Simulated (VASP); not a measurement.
A run of VASP 6.6.1:

File INCAR:

```
  PREC = Accurate
  ENCUT = 520
  EDIFF = 1E-6
  ISMEAR = 0
  SIGMA = 0.1
  LREAL = F
  LASPH = T
  NELM = 80
  ALGO = Normal
  ISIF = 2
  LWAVE = F
  LCHARG = F
  GGA = CA
  NBANDS = 18
```

The input KPOINTS:

```
Automatic mesh
0
Gamma
  6 6 6
```

POSCAR

```
Li3Au
1.0
    0.0000000000      3.0500063253      3.0500063253
    3.0500063253      0.0000000000      3.0500063253
    3.0500063253      3.0500063253      0.0000000000
Li Au
3 1
Direct
    0.2500000000      0.2500000000      0.2500000000
    0.7500000000      0.7500000000      0.7500000000
    0.5000000000      0.5000000000      0.5000000000
    0.0000000000      0.0000000000      0.0000000000
```

Potentials or basis: VASP PAW LDA potentials, release 64 (Li_sv, Au).

Run with:

```bash
$ cat potpaw_LDA.64/Li_sv/POTCAR potpaw_LDA.64/Au/POTCAR > POTCAR
$ mpirun -np 1 vasp_std > vasp.out
```

Hardware: 1 thread of Intel(R) Xeon(R) Platinum 8488C (Sapphire Rapids), with other jobs on the host.

Problem. How long does it take, and how much memory?

Solution. Wall time 11 s on 1 thread of Intel(R) Xeon(R) Platinum 8488C (Sapphire Rapids) (shared host), peak memory 0.16 GiB. Counts: scf iterations 12, k points 16.
